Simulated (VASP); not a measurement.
Input of a VASP 6.6.1 run:

INCAR

```
  ALGO = Normal
  EDIFF = 1E-6
  ENCUT = 520
  GGA = PE
  ISIF = 2
  ISMEAR = 0
  LASPH = True
  LCHARG = True
  LELF = True
  LREAL = False
  LVHAR = True
  LWAVE = False
  NBANDS = 16
  NELM = 60
  PREC = Accurate
  SIGMA = 0.05
```

The input KPOINTS:

```
k-points
0
Gamma
  8 8 8
```

The input POSCAR:

```
CdS
1.0
    0.0000000000      3.1428000000      2.6772000000
    3.1428000000      0.0000000000      2.6772000000
    3.1428000000      3.1428000000      0.0000000000
Cd S
1 1
Direct
    0.0000000000      0.0000000000      0.0000000000
    0.7500000000      0.7500000000      0.7500000000
```

Potentials or basis: VASP PAW PBE potentials, release 64 (Cd, S).

Run with:

```sh
$ cat potpaw_PBE.64/Cd/POTCAR potpaw_PBE.64/S/POTCAR > POTCAR
$ mpirun -np 1 vasp_std > vasp.out
```

**Question.** Estimate the pressure.

**Answer.** -1.2 GPa.

**Question.** What does it give for the band gap on the k mesh?

**Answer.** 0.74 eV, direct.

Stress tensor (GPa, compression positive):
```
-1.99  0.00  0.00
 0.00 -1.99  0.00
 0.00  0.00  0.46
```

Caveat: the cell differs from its parent crystal (strain +0.080 along x and y, -0.080 along z).
